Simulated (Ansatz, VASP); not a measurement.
## BN: VASP beside Ansatz

```
B N
1.0
     0.01851    1.74583    1.74583
     1.74583    0.01851    1.74583
     1.76433    1.76433    0.00000
B N
1 1
Direct
  0.00000 0.00000 0.00000
  0.50000 0.50000 0.50000
```

Change from the starting cell: shear_xy strain +2.1%.

Alike in both runs: task single point; functional HSE06; k mesh 8 × 8 × 8; no spin polarisation.

```csv
,VASP,Ansatz
version,VASP 6.6.1,Ansatz 0.2.0
potentials or method,"VASP PAW PBE potentials, release 64 (B, N)","plane waves, PAW"
plane-wave cutoff (eV),520,420
occupations,"gaussian, width 0.01 eV",fixed
valence electrons in the cell,8,8
```

|  | VASP | Ansatz | Ansatz less VASP |
| --- | --- | --- | --- |
| gap on the k mesh at the Fermi level (eV) | 2.12 | 2.13 | +0.010 |
| pressure (GPa) | -8.0 | -8.3 | -0.26 |
| traceless stress, the component that is largest in VASP (GPa) | -13.90 | -13.90 | -0.002 |

Ansatz's warnings: stress exchange threshold loose, stress scf threshold loose.
